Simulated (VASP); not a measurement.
**Fe: single point with BLYP**

Fe:

```
Fe
1.0
     4.58901    0.00000    0.00000
     0.00000    4.58901    0.00000
     0.00000    0.00000    4.58901
Fe
8
Direct
  0.00000 0.00000 0.00000
  0.50000 0.50000 0.50000
  0.25000 0.00000 0.50000
  0.75000 0.00000 0.50000
  0.50000 0.25000 0.00000
  0.50000 0.75000 0.00000
  0.00000 0.50000 0.25000
  0.00000 0.50000 0.75000
```

```
Program                : VASP 6.6.1
Task                   : single point
Functional             : BLYP
Potentials or basis    : VASP PAW PBE potentials, release 64 (Fe)
Cutoff                 : 520 eV
k mesh                 : 7 × 7 × 7
Occupations            : fermi-dirac, width 0.05 eV
Spin                   : collinear spin, ferromagnetic start
Starting moments       : [2.262, 2.262, 2.276, 2.276, 2.276, 2.276, 2.276, 2.276] μB
Dipole correction      : no
Further INCAR settings : ALGO = Normal; EDIFF = 1e-06; NBANDS = 46
```

```
Pressure                                              : 1.0 GPa
Net moment                                            : 18.30 μB per cell
Site moments                                          : Fe +2.27, +2.30 (each value once) μB
Valence electrons inside the program's atomic spheres : Fe 7.23, 7.21 (each value once)
```

Levels at points of the mesh, in eV from the Fermi level:
Spin up:
| k point | band 38 | band 39 | band 40 | band 41 | band 42 | band 43 | band 44 | band 45 |
| --- | --- | --- | --- | --- | --- | --- | --- | --- |
| (0.00, 0.00, 0.00) | -0.46 | -0.29 | -0.29 | -0.29 | 1.73 | 1.73 | 1.73 | 3.25 |
Spin down:
```csv
k point,band 20,band 21,band 22,band 23,band 24,band 25,band 26,band 27
"(0.00, 0.00, 0.00)",-0.73,-0.52,-0.52,0.24,0.24,0.24,1.10,1.10
```

Run time: 6.9 min on 1 thread of Oxide Virtual Turin-like Processor, with other jobs on the host, peak memory 0.26 GiB.

Caveat: the PAW data sets were made with another functional, which shifts forces and pressure a little.
